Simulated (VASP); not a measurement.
Runs of VASP 6.6.1 on Cd2O3. The structure is that of space group Pn-3m (No. 224), or close to it. The cells are those of the table. 

```tsv
cell	k mesh	gap on the mesh (eV)	pressure (GPa)
a = 5.272 Å, 10 atoms	7 × 7 × 7	none	1.1
a = 5.164 Å, 10 atoms	7 × 7 × 7	none	(a)
a = 5.200 Å, 10 atoms	7 × 7 × 7	none	(b)
a = 5.375 Å, 10 atoms	11 × 11 × 11	none	-4.1
a = 5.236 Å, 10 atoms	7 × 7 × 7	none	3.4
```

Alike in all rows: task single point; level PBE; potentials or basis VASP PAW PBE potentials, release 64 (Cd, O); no spin polarisation; cutoff (eV) 520; smearing fermi-dirac 0.0612256 eV.

Problem. Estimate the missing entries.

Solution. (a) 8.7; (b) 5.8.

Caveats: semilocal functionals underestimate gaps, so a narrow gap can read as zero; the cell stands under pressure (at least some runs); the cell stands under tension (at least some runs).

A k mesh can miss the band edges, and the runs leave out spin-orbit coupling on Cd.

A gap of «none» marks levels without a gap at the run's occupations.
